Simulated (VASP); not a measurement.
# VH2 (I4/mmm) in VASP: notebook

Runs on VH2. Level: r2SCAN. Tasks: single point.

Program: VASP 6.6.1. These are calculated values, not measurements. Logs are shortened: lines on timing, memory, paths and dates and some standing lists are left out, and cuts for length are marked.

## Step 1: The cell of the first run

It takes space group I4/mmm (No. 139, tetragonal). The conventional cell has a = 2.991 Å, b = 2.991 Å, c = 4.162 Å, α = 90.00°, β = 90.00°, γ = 90.00°. Within 2.4 Å of V (site symmetry 4/mmm) lie 8 H at 1.82 Å. Within 2.4 Å of H (site symmetry -4m2) lie 4 V at 1.82 Å and 6 H at 2.08 to 2.11 Å.

## Step 2: Single point, r2SCAN (biaxial strain in the a-b plane: +1.0 %)

POSCAR

```
VH2
1.0
    2.1146919043      2.1146919043      0.0000000000
   -2.1146919043      2.1146919043      0.0000000000
    0.0000000000      0.0000000000      4.1623836690
V H
2 4
Direct
    0.0000000000      0.0000000000      0.0000000000
    0.5000000000      0.5000000000      0.5000000000
    0.0000000000      0.5000000000      0.7500000000
    0.5000000000      0.0000000000      0.7500000000
    0.5000000000      0.0000000000      0.2500000000
    0.0000000000      0.5000000000      0.2500000000
```

INCAR.step1

```
  PREC = Accurate
  ENCUT = 520
  ISMEAR = 0
  SIGMA = 0.1
  LREAL = F
  LASPH = T
  NELM = 100
  NBANDS = 24
  GGA = PE
  ALGO = Normal
  EDIFF = 1E-4
  LWAVE = T
  LCHARG = F
```

INCAR.step2

```
  PREC = Accurate
  ENCUT = 520
  EDIFF = 1E-6
  ISMEAR = 0
  SIGMA = 0.1
  LREAL = F
  LASPH = T
  NELM = 100
  ALGO = Normal
  ISIF = 2
  LWAVE = F
  LCHARG = F
  METAGGA = R2SCAN
  LMIXTAU = T
  NBANDS = 24
  ISTART = 1
```

KPOINTS

```
Automatic mesh
0
Gamma
  12 12 8
```

Potentials or basis: VASP PAW PBE potentials, release 64 (V_sv, H).

Run with:

```sh
cat potpaw_PBE.64/V_sv/POTCAR potpaw_PBE.64/H/POTCAR > POTCAR
cp INCAR.step1 INCAR
mpirun -np 1 vasp_std > vasp.out
cp INCAR.step2 INCAR
mpirun -np 1 vasp_std > vasp.out
```

OUTCAR:

```text
PREC = Accurate
   ENCUT = 520
   EDIFF = 1E-6
   ISMEAR = 0
   LREAL = F
   LASPH = T
   NELM = 100
   ISIF = 2
   METAGGA = R2SCAN
   ISTART = 1

 ion  position               nearest neighbor table
   1  0.000  0.000  0.000-   3 1.82   4 1.82   5 1.82   6 1.82   3 1.82   6 1.82   4 1.82   5 1.82

   2  0.500  0.500  0.500-   3 1.82   4 1.82   5 1.82   6 1.82   4 1.82   5 1.82   3 1.82   6 1.82

   3  0.000  0.500  0.750-   1 1.82   2 1.82   1 1.82   2 1.82
   4  0.500  0.000  0.750-   1 1.82   2 1.82   2 1.82   1 1.82
   5  0.500  0.000  0.250-   1 1.82   2 1.82   2 1.82   1 1.82
   6  0.000  0.500  0.250-   1 1.82   2 1.82   1 1.82   2 1.82

  LATTYP: Found a simple tetragonal cell.
 ALAT       =     2.9906259713
 C/A-ratio  =     1.3918101792

  Lattice vectors:

 A1 = (   2.1146919043,   2.1146919043,   0.0000000000)
 A2 = (  -2.1146919043,   2.1146919043,   0.0000000000)
 A3 = (   0.0000000000,   0.0000000000,   4.1623836690)

Analysis of symmetry for initial positions (statically):
=====================================================================
 Subroutine PRICEL returns following result:

  LATTYP: Found a body centered tetragonal cell.
 ALAT       =     2.9906259713
 C/A-ratio  =     1.3918101792

  Lattice vectors:

 A1 = (   0.0000000000,  -2.1146919043,  -2.0811918345)
 A2 = (   0.0000000000,   2.1146919043,  -2.0811918345)
 A3 = (   2.1146919043,   0.0000000000,   2.0811918345)

   2 primitive cells build up your supercell.

 Routine SETGRP: Setting up the symmetry group for a
 simple tetragonal supercell.

 Subroutine GETGRP returns: Found 16 space group operations
 (whereof 16 operations were pure point group operations)
 out of a pool of 16 trial point group operations.

The static configuration has the point symmetry D_4h.

Analysis of symmetry for dynamics (positions and initial velocities):
=====================================================================
 Subroutine PRICEL returns following result:

  LATTYP: Found a body centered tetragonal cell.
 ALAT       =     2.9906259713
 C/A-ratio  =     1.3918101792

  Lattice vectors:

 A1 = (   0.0000000000,  -2.1146919043,  -2.0811918345)
 A2 = (   0.0000000000,   2.1146919043,  -2.0811918345)
 A3 = (   2.1146919043,   0.0000000000,   2.0811918345)

   2 primitive cells build up your supercell.

 Routine SETGRP: Setting up the symmetry group for a
 simple tetragonal supercell.

 Subroutine GETGRP returns: Found 16 space group operations
 (whereof 16 operations were pure point group operations)
 out of a pool of 16 trial point group operations.

The dynamic configuration has the point symmetry D_4h.

 Subroutine INISYM returns: Found 16 space group operations
 (whereof 16 operations are pure point group operations),
 and found     2 'primitive' translations

----------------------------------------------------------------------------------------

                                     Primitive cell

  volume of cell :      18.6139

  direct lattice vectors                    reciprocal lattice vectors
     0.000000000 -2.114691904 -2.081191834     0.236441062 -0.236441062 -0.240246955
     0.000000000  2.114691904 -2.081191834     0.236441062  0.236441062 -0.240246955
     2.114691904  0.000000000  2.081191834     0.472882124  0.000000000  0.000000000

  length of vectors
     2.967032407  2.967032407  2.967032407     0.411736992  0.411736992  0.472882124

  position of ions in fractional coordinates (direct lattice)
     0.000000000  0.000000000  0.000000000
     0.750000000  0.250000000  0.500000000
     0.250000000  0.750000000  0.500000000

  ion indices of the primitive-cell ions
   primitive index   ion index
                 1           1
                 2           3
                 3           4

----------------------------------------------------------------------------------------

 KPOINTS: Automatic mesh

Automatic generation of k-mesh.
 Grid dimensions read from file:
 generate k-points for:   12   12    8

 Generating k-lattice:

  Cartesian coordinates                     Fractional coordinates (reciprocal lattice)
     0.019703422  0.019703422  0.000000000     0.083333333  0.000000000  0.000000000
    -0.019703422  0.019703422  0.000000000     0.000000000  0.083333333  0.000000000
     0.000000000  0.000000000  0.030030869     0.000000000  0.000000000  0.125000000

  Length of vectors
     0.027864846  0.027864846  0.030030869

  Shift w.r.t. Gamma in fractional coordinates (k-lattice)
     0.000000000  0.000000000  0.000000000

 Subroutine IBZKPT returns following result:
 ===========================================

 Found    140 irreducible k-points:

 Following reciprocal coordinates:
            Coordinates               Weight
  0.000000  0.000000  0.000000      1.000000
  0.083333  0.000000  0.000000      4.000000
  0.166667  0.000000  0.000000      4.000000
  0.250000  0.000000  0.000000      4.000000
  0.333333  0.000000  0.000000      4.000000
  0.416667  0.000000  0.000000      4.000000
[... 16 lines left out ...]
  0.333333  0.333333  0.000000      4.000000
  0.416667  0.333333  0.000000      8.000000
 [... further k-points ...]
   k-points           NKPTS =    140   k-points in BZ     NKDIM =    140   number of bands    NBANDS=     24
   number of dos      NEDOS =    301   number of ions     NIONS =      6
   total plane-waves  NPLWV =  18432
   dimension x,y,z NGX =    24 NGY =   24 NGZ =   32
   dimension x,y,z NGXF=    48 NGYF=   48 NGZF=   64
   ions per type =               2   4
   NGX,Y,Z   is equivalent  to a cutoff of  13.34, 13.34, 12.78 a.u.
   NGXF,Y,Z  is equivalent  to a cutoff of  26.68, 26.68, 25.56 a.u.
 SYSTEM =  unknown system
   PREC   = accura    normal or accurate (medium, high low for compatibility)
   ISTART =      1    job   : 0-new  1-cont  2-samecut
   ICHARG =      0    charge: 1-file 2-atom 10-const
   ISPIN  =      1    spin polarized calculation?
   LNONCOLLINEAR =      F non collinear calculations
   LSORBIT =      F    spin-orbit coupling
   LASPH  =      T    aspherical Exc in radial PAW
   ENCUT  =  520.0 eV  38.22 Ry    6.18 a.u.   5.56  5.56  7.74*2*pi/ulx,y,z
   NELM   =    100;   NELMIN=  2; NELMDL=  0     # of ELM steps
   EDIFF  = 0.1E-05   stopping-criterion for ELM
   LREAL  =      F    real-space projection
   EDIFFG = 0.1E-04   stopping-criterion for IOM
   NSW    =      0    number of steps for IOM
   IBRION =     -1    ionic relax: 0-MD 1-quasi-New 2-CG
   NFREE  =      0    steps in history (QN), initial steepest desc. (CG)
   ISIF   =      2    stress and relaxation
   ISYM   =      2    0-nonsym 1-usesym 2-fastsym
   POTIM  = 0.5000    time-step for ionic-motion
   TEBEG  =    0.0;   TEEND  =   0.0 temperature during run
   PSTRESS=    0.0 pullay stress
   NELECT =      30.0000    total number of electrons
   NUPDOWN=      -1.0000    fix difference up-down
   EMIN   =  10.00;   EMAX   =-10.00  energy-range for DOS
   EFERMI =   0.00;   METHOD = LEGACY
   ISMEAR =     0;   SIGMA  =   0.10  broadening in eV -4-tet -1-fermi 0-gaus
   EFERMI_NEDOS =   21; number of points for ismear=-14 and -15
   IALGO  =     38    algorithm
   IMIX   =      4    mixing-type and parameters
     AMIX     =   0.40;   BMIX     =  1.00
     AMIX_MAG =   1.60;   BMIX_MAG =  1.00
  volume/ion in A,a.u.               =       6.20        41.87
  Fermi-wavevector in a.u.,A,eV,Ry     =   1.523444  2.878892 31.577509  2.320881
  Thomas-Fermi vector in A             =   2.631886
   LORBIT       =      0    0 simple, 1 ext, 2 COOP (PROOUT), +10 PAW based schemes
   METAGGA = R2SCAN    functional components
   LHFCALC =     F    Hartree Fock is set to
   AEXX    =    0.0000 exact exchange contribution
   IVDW    =     0    specifies the selected vdW correction
   LEPSILON=     F    determine dielectric tensor
   LRPA    =     F    only Hartree local field effects (RPA)
 non-spin polarized calculation
 Gauss-broadening in eV      SIGMA  =   0.10
  energy-cutoff  :      520.00
  volume of cell :       37.23
 maximum number of plane-waves:      1026
 NGX is ok and might be reduce to    24
   NGX = 11   NGY = 11   NGZ = 15

 number of electron      30.0000013 magnetization

 Free energy of the ion-electron system (eV)
  ---------------------------------------------------
  ext. energy  EPLUGINS =         0.00000000
  ---------------------------------------------------
  free energy    TOTEN  =       -43.47695884 eV

  energy without entropy =      -43.46290655  energy(sigma->0) =      -43.46993269

 E-fermi :   8.6848     XC(G=0): -13.2688

 val. band max:        8.6803212298   @ k =   0.4167   0.0000   0.0000
 cond. band min:       8.6872339136   @ k =   0.3333   0.1667   0.0000
 fundamental gap:      0.0069126838
 Fermi energy:         8.6848258732

 k-point     1 :       0.0000    0.0000    0.0000
  band No.  band energies     occupation
      1     -58.5769      2.00000
      2     -58.4949      2.00000
      3     -31.5123      2.00000
      4     -31.2683      2.00000
      5     -31.2683      2.00000
      6     -31.1278      2.00000
[... 16 lines left out ...]
     23      16.8474      0.00000
     24      16.9794      0.00000

 k-point     2 :       0.0833    0.0000    0.0000
  band No.  band energies     occupation
      1     -58.5743      2.00000
      2     -58.4950      2.00000
      3     -31.5038      2.00000
      4     -31.2800      2.00000
      5     -31.2649      2.00000
      6     -31.1446      2.00000
[... 16 lines left out ...]
     23      16.2128      0.00000
     24      17.2614      0.00000

 k-point     3 :       0.1667    0.0000    0.0000
  band No.  band energies     occupation
      1     -58.5667      2.00000
      2     -58.4956      2.00000
      3     -31.4791      2.00000
      4     -31.3114      2.00000
      5     -31.2552      2.00000
      6     -31.1908      2.00000
[... 16 lines left out ...]
     23      16.1669      0.00000
     24      18.0341      0.00000
[... 514 lines left out ...]
 k-point    23 :       0.3333    0.3333    0.0000
  band No.  band energies     occupation
      1     -58.5180      2.00000
      2     -58.4975      2.00000
      3     -31.4568      2.00000
      4     -31.4256      2.00000
      5     -31.3220      2.00000
      6     -31.2588      2.00000
[... 16 lines left out ...]
     23      15.8057      0.00000
     24      16.6131      0.00000

 k-point    24 :       0.4167    0.3333    0.0000
  band No.  band energies     occupation
      1     -58.5097      2.00000
      2     -58.4990      2.00000
      3     -31.4790      2.00000
      4     -31.4630      2.00000
      5     -31.2928      2.00000
      6     -31.2533      2.00000
[... 16 lines left out ...]
     23      15.9785      0.00000
     24      16.8427      0.00000

 [... further k-points ...]
[... 5 lines left out ...]
  --------------------------------------------------------------------------------------
  -------------------------------------------------------------------------------------
  Total       -0.7136072     -0.7136072     -0.0341012      0.0000000     -0.0000000     -0.0000000
  in kB      -30.7116751    -30.7116751     -1.4676196      0.0000000     -0.0000000     -0.0000000
  external PRESSURE =     -20.9636566 kB  Pullay stress =       0.0000000 kB

 VOLUME and BASIS-vectors are now :
 -----------------------------------------------------------------------------
  energy-cutoff  :      520.00
  volume of cell :       37.23
      direct lattice vectors                 reciprocal lattice vectors
     2.114691904  2.114691904  0.000000000     0.236441062  0.236441062  0.000000000
    -2.114691904  2.114691904  0.000000000    -0.236441062  0.236441062  0.000000000
     0.000000000  0.000000000  4.162383669     0.000000000  0.000000000  0.240246955

 POSITION                                       TOTAL-FORCE (eV/Angst)
 -----------------------------------------------------------------------------------
      0.00000      0.00000      0.00000         0.000000      0.000000      0.000000
      0.00000      2.11469      2.08119        -0.000000      0.000000     -0.000000
     -1.05735      1.05735      3.12179        -0.000000     -0.000000      0.000000
      1.05735      1.05735      3.12179        -0.000000     -0.000000      0.000000
      1.05735      1.05735      1.04060        -0.000000     -0.000000      0.000000
     -1.05735      1.05735      1.04060        -0.000000     -0.000000      0.000000
 -----------------------------------------------------------------------------------
    total drift:                               -0.000000      0.000000     -0.000000

  FREE ENERGIE OF THE ION-ELECTRON SYSTEM (eV)
  ---------------------------------------------------
  free  energy   TOTEN  =       -43.4769588389 eV

  energy  without entropy=      -43.4629065470  energy(sigma->0) =      -43.46993269
```

Wall time 4.1 min (1 thread of Intel Xeon Platinum 8259CL at 2.50GHz (Skylake/Cascade Lake), shared host); peak memory 0.23 GiB.

What came out:

* Free energy: -43.4770 eV
* Pressure: -2.1 GPa
* Band gap on the k mesh: zero (bands 15 and 16 overlap by 2.58 eV)

Caveat: the cell differs from its parent crystal (biaxial strain in the a-b plane: +1.0 %); the PAW data sets were made with another functional, which shifts forces and pressure a little.

## Step 3: Single point, r2SCAN (biaxial strain in the a-b plane: +2.0 %, then relaxed in part)

POSCAR, as its differences from that of step 2:

```diff
@@ -2,5 +2,5 @@
 1.0
-    2.1146919043      2.1146919043      0.0000000000
-   -2.1146919043      2.1146919043      0.0000000000
-    0.0000000000      0.0000000000      4.1623836690
+    2.1356294479      2.1356294479      0.0000000000
+   -2.1356294479      2.1356294479      0.0000000000
+    0.0000000000      0.0000000000      4.1226439765
 V H
```

INCAR.step1

```
SYSTEM = VH2
PREC = Accurate
ENCUT = 520
ISMEAR = 0
SIGMA = 0.1
LREAL = .FALSE.
LASPH = .TRUE.
NELM = 60
NBANDS = 24
GGA = PE
ALGO = Normal
EDIFF = 1E-4
LWAVE = .TRUE.
LCHARG = .FALSE.
```

INCAR.step2

```
SYSTEM = VH2
PREC = Accurate
ENCUT = 520
EDIFF = 1E-7
ISMEAR = 0
SIGMA = 0.1
LREAL = .FALSE.
LASPH = .TRUE.
NELM = 60
ALGO = Normal
ISIF = 2
LWAVE = .FALSE.
LCHARG = .TRUE.
METAGGA = R2SCAN
LMIXTAU = .TRUE.
LELF = .TRUE.
LVHAR = .TRUE.
NBANDS = 24
ISTART = 1
```

KPOINTS

```
regular mesh
0
G
  12 12 8
  0 0 0
```

Potentials or basis: VASP PAW PBE potentials, release 64 (V_sv, H).

Run with:

```sh
cat potpaw_PBE.64/V_sv/POTCAR potpaw_PBE.64/H/POTCAR > POTCAR
cp INCAR.step1 INCAR
mpirun -np 1 vasp_std > vasp.out
cp INCAR.step2 INCAR
mpirun -np 1 vasp_std > vasp.out
```

It took 4.2 min on 1 thread of Intel Xeon Platinum 8259CL at 2.50GHz (Skylake/Cascade Lake), shared host; peak memory 0.23 GiB.

Results (log left out):

- Free energy: -43.4568 eV
- Pressure: -3.8 GPa
- Band gap on the k mesh: zero (bands 15 and 16 overlap by 2.49 eV)

Stress tensor (GPa, compression positive):
```
-5.91  0.00  0.00
 0.00 -5.91  0.00
 0.00  0.00  0.36
```

Levels at points of the mesh, in eV from the Fermi level:
```csv
k point,band 11,band 12,band 13,band 14,band 15,band 16,band 17,band 18,band 19,band 20
"(0.00, 0.00, 0.00)",-5.86,-3.76,-1.10,-1.10,-0.89,0.63,0.84,0.90,1.64,1.71
"(0.50, 0.00, 0.00)",-5.78,-5.78,-1.59,-1.59,0.01,0.01,0.33,0.33,2.05,2.05
"(0.50, 0.50, 0.00)",-6.42,-6.42,-3.82,-3.82,1.61,1.61,1.66,1.66,1.79,1.79
"(0.00, 0.00, 0.50)",-5.31,-5.31,-0.62,-0.62,-0.10,-0.10,-0.10,-0.10,1.11,1.11
"(0.50, 0.00, 0.50)",-6.19,-6.19,-1.04,-1.04,-0.75,-0.75,1.53,1.53,1.63,1.63
"(0.50, 0.50, 0.50)",-6.70,-6.70,-2.78,-2.78,0.44,0.44,1.62,1.62,3.59,3.59
```

Caveat: the cell differs from its parent crystal (biaxial strain in the a-b plane: +2.0 %, then relaxed in part); the stress differs along the axes, from -6 to 0 GPa; the PAW data sets were made with another functional, which shifts forces and pressure a little.

## Step 4: Single point, r2SCAN (biaxial strain in the a-b plane: +2.0 %)

POSCAR, as its differences from that of step 3:

```diff
@@ -4,3 +4,3 @@
    -2.1356294479      2.1356294479      0.0000000000
-    0.0000000000      0.0000000000      4.1226439765
+    0.0000000000      0.0000000000      4.1372586166
 V H
```

INCAR.step1

```
SYSTEM = VH2
  PREC = Accurate
  ENCUT = 520
  ISMEAR = 0
  SIGMA = 0.1
  LREAL = .False.
  LASPH = .True.
  NELM = 80
  NBANDS = 24
  GGA = PE
  ALGO = Normal
  EDIFF = 1E-4
  LWAVE = .True.
  LCHARG = .False.
```

INCAR.step2

```
SYSTEM = VH2
  PREC = Accurate
  ENCUT = 520
  EDIFF = 1E-6
  ISMEAR = 0
  SIGMA = 0.1
  LREAL = .False.
  LASPH = .True.
  NELM = 80
  ALGO = Normal
  ISIF = 2
  LWAVE = .False.
  LCHARG = .False.
  METAGGA = R2SCAN
  LMIXTAU = .True.
  NBANDS = 24
  ISTART = 1
```

KPOINTS

```
regular mesh
0
Gamma
  12 12 8
  0 0 0
```

Run with:

```sh
cat potpaw_PBE.64/V_sv/POTCAR potpaw_PBE.64/H/POTCAR > POTCAR
cp INCAR.step1 INCAR
mpirun -np 1 vasp_std > vasp.out
cp INCAR.step2 INCAR
mpirun -np 1 vasp_std > vasp.out
```

It took 3.8 min on 1 thread of Intel Xeon Platinum 8259CL at 2.50GHz (Skylake/Cascade Lake), shared host; peak memory 0.23 GiB.

Results (log left out):

| Item | Value |
| --- | --- |
| Free energy | -43.4569 eV |
| Pressure | -4.4 GPa |
| Band gap on the k mesh | zero (bands 15 and 16 overlap by 2.50 eV) |

Stress tensor (GPa, compression positive):
```
-6.30  0.00  0.00
 0.00 -6.30  0.00
 0.00  0.00 -0.66
```

Levels at points of the mesh, in eV from the Fermi level:
```csv
k point,band 11,band 12,band 13,band 14,band 15,band 16,band 17,band 18,band 19,band 20
"(0.00, 0.00, 0.00)",-5.89,-3.75,-1.09,-1.09,-0.90,0.64,0.83,0.89,1.63,1.70
"(0.50, 0.00, 0.00)",-5.79,-5.79,-1.58,-1.58,0.02,0.02,0.33,0.33,2.05,2.05
"(0.50, 0.50, 0.00)",-6.39,-6.39,-3.80,-3.80,1.61,1.61,1.65,1.65,1.77,1.77
"(0.00, 0.00, 0.50)",-5.28,-5.28,-0.64,-0.64,-0.09,-0.09,-0.09,-0.09,1.12,1.12
"(0.50, 0.00, 0.50)",-6.18,-6.18,-1.02,-1.02,-0.76,-0.76,1.53,1.53,1.61,1.61
"(0.50, 0.50, 0.50)",-6.69,-6.69,-2.77,-2.77,0.42,0.42,1.62,1.62,3.57,3.57
```

Caveat: the cell differs from its parent crystal (biaxial strain in the a-b plane: +2.0 %); the stress differs along the axes, from -6 to -1 GPa; the PAW data sets were made with another functional, which shifts forces and pressure a little.

## Step 5: Summary

| cell | gap on the mesh (eV) | pressure (GPa) |
| --- | --- | --- |
| a = 2.991, b = 2.991, c = 4.162 Å, 6 atoms | none | -2.1 |
| a = 3.020, b = 3.020, c = 4.123 Å, 6 atoms | none | -3.8 |
| a = 3.020, b = 3.020, c = 4.137 Å, 6 atoms | none | -4.4 |

Alike in all rows: task single point; level r2SCAN; potentials or basis VASP PAW PBE potentials, release 64 (V_sv, H); no spin polarisation; k mesh 12 × 12 × 8; cutoff (eV) 520; smearing gaussian 0.1 eV.

Caveats: the PAW data sets were made with another functional, which shifts forces and pressure a little; the stress differs along the axes, from -6 to 0 GPa (at least some runs); the stress differs along the axes, from -6 to -1 GPa (at least some runs).

Absolute energies hang on the potentials; compare differences alone.
